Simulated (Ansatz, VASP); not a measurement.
# One calculation of SnO, two programs

```
O Sn
1.0
     4.05743    0.00000    0.00000
    -2.02872    3.51384    0.00000
     0.00000    0.00000    4.92508
O Sn
2 2
Direct
  0.00000 0.00000 0.00000
  0.00000 0.00000 0.50000
  0.33333 0.66667 0.25000
  0.66666 0.33333 0.75000
```

Alike in both runs: task single point; functional r2SCAN; k mesh 10 × 10 × 7; no spin polarisation.

|  | VASP | Ansatz |
| --- | --- | --- |
| version | VASP 6.6.1 | Ansatz 0.2.0 |
| potentials or method | VASP PAW PBE potentials, release 64 (O, Sn_d), cutoff 520 eV | PAW plane waves |
| occupations | fermi-dirac, width 0.1 eV | fermi-dirac |
| valence electrons in the cell | 40 | 40 |

|  | VASP | Ansatz | Ansatz less VASP |
| --- | --- | --- | --- |
| pressure (GPa) | -4.8 | -4.8 | -0.08 |
| traceless stress, the component that is largest in VASP (GPa) | 21.81 | 21.93 | +0.126 |

VASP's potentials were made for PBE, not for r2SCAN. Ansatz's warnings: structure snapped to symmetry.
